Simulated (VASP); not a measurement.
Set up this calculation in VASP 6.6.1, as the native input.

* Task: single point
* Functional: PBE
* Potentials or basis: VASP PAW PBE potentials, release 64 (Cu)
* Cutoff: 520 eV
* k mesh: 12 × 12 × 7
* Occupations: gaussian, width 0.011 eV
* Spin: no spin polarisation
* Dipole correction: no
* Further INCAR settings: ALGO = Fast; EDIFF = 1e-06; NBANDS = 18

The structure of Cu lies in POSCAR:

```
Cu
1.0
    2.5340966698      0.0000000000      0.0000000000
   -1.2670483349      2.1945920917      0.0000000000
    0.0000000000      0.0000000000      4.1125710000
Cu
2
Direct
    0.6666666667      0.3333333333      0.7500000000
    0.3333333333      0.6666666667      0.2500000000
```

These files were run (other wordings do the same):

INCAR

```
PREC     = Accurate       # precision mode
ENCUT    = 520            # plane-wave cutoff, eV
EDIFF    = 1E-6           # SCF threshold, eV
ISMEAR   = 0              # smearing method
SIGMA    = 0.011          # smearing width, eV
LREAL    = F              # projectors in reciprocal space
LASPH    = T              # aspherical terms in the spheres
NELM     = 100            # most SCF steps
ALGO     = Fast           # electronic algorithm
ISIF     = 2              # what is computed and relaxed
LWAVE    = F              # write WAVECAR
LCHARG   = T              # write CHGCAR
GGA      = PE             # functional
LELF     = T              # ELF
LVHAR    = T            
NBANDS   = 18             # bands
```

KPOINTS

```
Automatic mesh
0
Gamma
  12 12 7
```

Potentials or basis: VASP PAW PBE potentials, release 64 (Cu).

Command:

```console
$ cat potpaw_PBE.64/Cu/POTCAR > POTCAR
$ mpirun -np 1 vasp_std > vasp.out
```

It gave:

The pressure is 8.3 GPa and the band gap on the k mesh is zero (band 11 reaches 12.04 eV, above the bottom of band 12 at 6.07 eV).

Wall time 52 s on 1 thread of AMD EPYC 7R13, on a shared host, peak memory 0.12 GiB.
